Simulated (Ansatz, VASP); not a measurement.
## Ir in VASP and in Ansatz

```
Ir
1.0
     1.77554   -2.51643    4.78160
     1.22298   -2.37363   -4.53500
     2.71726    4.72769    0.09410
Ir
8
Direct
  0.11831 0.35041 0.39932
  0.61116 0.76230 0.39071
  0.94356 0.34458 0.73429
  0.50005 0.75506 0.84530
  0.44626 0.11442 0.08887
  0.00730 0.78564 0.17184
  0.48846 0.24288 0.63735
  0.88489 0.64471 0.73232
```

Change from the starting cell: all atoms moved at random (sigma 0.3 Å a component), cell strained at random (sigma 0.05).

Alike in both runs: task single point; functional PBE; k mesh 6 × 6 × 6; occupations gaussian, width 0.15 eV; no spin polarisation.

|  | VASP | Ansatz |
| --- | --- | --- |
| version | VASP 6.6.1 | Ansatz 0.2.0 |
| potentials or method | VASP PAW PBE potentials, release 64 (Ir), cutoff 520 eV | scalar-relativistic, plane waves, PAW |
| valence electrons in the cell | 72 | 136 |

```csv
,VASP,Ansatz,Ansatz less VASP
gap on the k mesh at the Fermi level (eV),none,none,-
pressure (GPa),73.0,82.4,+9.38
"traceless stress, the component that is largest in VASP (GPa)",32.97,45.28,+12.313
rms of the force components (eV/Å),13.091,16.031,+2.9400
```

Atom by atom the forces differ by 3.154 eV/Å (rms over components). A gap of «none» marks a metal or a gap that the smearing closes. The pressures are high and differ by over a tenth, so treat them with care. With one functional, cell and mesh, what is left measures potentials, basis and numerics. VASP's potentials hold 72 valence electrons a cell and Ansatz's 136, so a difference there can come from the potentials and not from the codes.

Neither program's run includes spin-orbit coupling. Noted on VASP's run: the cell as given lies far from equilibrium.
